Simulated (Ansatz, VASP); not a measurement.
# Two plane-wave programs on BaTiO3

Contents of INCAR:

```
PREC     = Accurate       # precision mode
ENCUT    = 910            # plane-wave cutoff, eV
EDIFF    = 1E-6           # SCF threshold, eV
ISMEAR   = -1             # smearing method
SIGMA    = 0.05           # smearing width, eV
LREAL    = False          # projectors in reciprocal space
LASPH    = True           # aspherical terms in the spheres
NELM     = 120            # most SCF steps
ALGO     = Normal         # electronic algorithm
ISIF     = 2              # what is computed and relaxed
LWAVE    = False          # write WAVECAR
LCHARG   = False          # write CHGCAR
GGA      = RE             # functional
NBANDS   = 28             # bands
GGA_COMPAT= False
```

The input KPOINTS:

```
regular mesh
0
Gamma
  7 7 7
```

Contents of POSCAR:

```
BaTiO3
1.0
    4.0524349834      0.0000000000      0.0000000000
    0.0000000000      4.0524349834      0.0000000000
    0.0000000000      0.0000000000      4.0708744845
Ba Ti O
1 1 3
Direct
    0.0000000000      0.0000000000      0.0000000000
    0.5000000000      0.5000000000      0.4900000000
    0.0000000000      0.5000000000      0.5170000000
    0.5000000000      0.0000000000      0.5170000000
    0.5000000000      0.5000000000      0.0190000000
```

File input.yaml:

```yaml
crystal:
  lattice:
    - [4.0524349834, 0.0, 0.0]
    - [0.0, 4.0524349834, 0.0]
    - [0.0, 0.0, 4.0708744845]
  atoms:
    - { symbol: Ba, position: [0.0, 0.0, 0.0] }
    - { symbol: Ti, position: [0.5, 0.5, 0.49] }
    - { symbol: O, position: [0.0, 0.5, 0.517] }
    - { symbol: O, position: [0.5, 0.0, 0.517] }
    - { symbol: O, position: [0.5, 0.5, 0.019] }
hamiltonian:
  xc: revpbe
  pseudopotentials: { kind: paw }
kpoints:
  mp_grid: { grid: [7, 7, 7] }
scf:
  occupations: { method: fermi_dirac, width: 0.05 }
output:
  forces: true
  stress: true
  eigenvalues: true
  write_density: true
  write_potential: true
  elf: true
  volumetric_format: npy
```

Alike in both runs: task single point; functional revPBE; k mesh 7 × 7 × 7; occupations fermi-dirac, width 0.05 eV; no spin polarisation.

|  | VASP | Ansatz |
| --- | --- | --- |
| version | VASP 6.6.1 | Ansatz 0.2.0 |
| potentials or method | VASP PAW PBE potentials, release 64 (Ba_sv, Ti_sv, O_h) | Ansatz PAW |
| plane-wave cutoff (eV) | 910 | 420 |
| valence electrons in the cell | 40 | 40 |

Ansatz gave:

```
gap on the k mesh at the Fermi level (eV) : 1.87
least direct gap on the mesh (eV)         : 2.06
rms of the force components (eV/Å)        : 0.165
```

Question: Estimate VASP's values.

Answer: gap on the k mesh at the Fermi level (eV): 1.81; least direct gap on the mesh (eV): 2.04; rms of the force components (eV/Å): 0.163.

VASP's potentials were made for PBE, not for revPBE. Atom by atom the forces differ by 0.010 eV/Å (rms over components).

Spin-orbit coupling is off throughout. Noted on VASP's run: the cutoff is short for stress, so the pressure is rough. Noted on Ansatz's run: odd divisions of the mesh miss points on the zone boundary, where band edges often lie, so the gap on the mesh can be too wide.
